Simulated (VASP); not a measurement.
Set up this calculation in VASP 6.6.1, as the native input.

| Item | Value |
| --- | --- |
| Task | relaxation of cell and atoms |
| Functional | r2SCAN |
| Potentials or basis | VASP PAW PBE potentials, release 64 (Bi_d, Te) |
| Cutoff | 600 eV |
| k mesh | 12 × 12 × 12 |
| Occupations | gaussian, width 0.1 eV |
| Spin | no spin polarisation |
| Target pressure | 1 GPa |
| Dipole correction | no |
| Further INCAR settings | ALGO = Normal; EDIFF = 1e-06; IBRION = 2; EDIFFG = -0.008; NSW = 70; ISIF = 3 |

The system is BiTe.

```
Bi Te
1.0
     0.00000    3.22302    3.22302
     3.22302    0.00000    3.22302
     3.22302    3.22302    0.00000
Bi Te
1 1
Direct
  0.00000 0.00000 0.00000
  0.50000 0.50000 0.50000
```

These files were run (other wordings do the same):

POSCAR

```
BiTe
1.0
    0.0000000000      3.2230160972      3.2230160972
    3.2230160972      0.0000000000      3.2230160972
    3.2230160972      3.2230160972      0.0000000000
Bi Te
1 1
Direct
    0.0000000000      0.0000000000      0.0000000000
    0.5000000000      0.5000000000      0.5000000000
```

INCAR.step1

```
SYSTEM = BiTe
PREC = Accurate ; ENCUT = 600
ISMEAR = 0 ; SIGMA = 0.1
LREAL = .False. ; LASPH = .True.
NELM = 80 ; GGA = PE
ALGO = Normal ; EDIFF = 1E-4
LWAVE = .True. ; LCHARG = .False.
```

INCAR.step2

```
SYSTEM = BiTe
PREC = Accurate ; ENCUT = 600
EDIFF = 1E-6 ; ISMEAR = 0
SIGMA = 0.1 ; LREAL = .False.
LASPH = .True. ; NELM = 80
ALGO = Normal ; ISIF = 3
LWAVE = .False. ; LCHARG = .False.
METAGGA = R2SCAN ; LMIXTAU = .True.
IBRION = 2 ; NSW = 70
EDIFFG = -0.008 ; PSTRESS = 10.0
ISTART = 1
```

KPOINTS

```
regular mesh
0
Gamma
  12 12 12
  0 0 0
```

Potentials or basis: VASP PAW PBE potentials, release 64 (Bi_d, Te).

Command:

```bash
$ cat potpaw_PBE.64/Bi_d/POTCAR potpaw_PBE.64/Te/POTCAR > POTCAR
$ cp INCAR.step1 INCAR
$ mpirun -np 1 vasp_std > vasp.out
$ cp INCAR.step2 INCAR
$ mpirun -np 1 vasp_std > vasp.out
```

Results of the run:

```json
{
 "Relaxed volume": "33.19 Å³/atom",
 "Relaxed cell": "a = 4.545 Å, b = 4.545 Å, c = 4.545 Å, α = 60.00°, β = 60.00°, γ = 60.00°",
 "Space group after relaxing (to 0.1 Å)": "Fm-3m (No. 225)",
 "Energy change on relaxing (the run minimises the enthalpy)": "+1.4 meV/atom",
 "Ionic steps": "3",
 "Pressure after relaxing": "1.0 GPa",
 "Band gap on the k mesh": "zero (an odd number of electrons rules out a gap without spin polarisation)"
}
```

Caveat: the cell is relaxed towards a set pressure, so the run minimises the enthalpy, not the energy; the PAW data sets were made with another functional, which shifts forces and pressure a little; spin-orbit coupling is left out, which moves the levels of the heavy elements; an odd number of electrons without spin polarisation forces a metal; a magnetic or distorted state may lie lower.

It took 15 min on 1 thread of AMD EPYC 9755 128-Core Processor, on a shared host, peak memory 0.26 GiB.
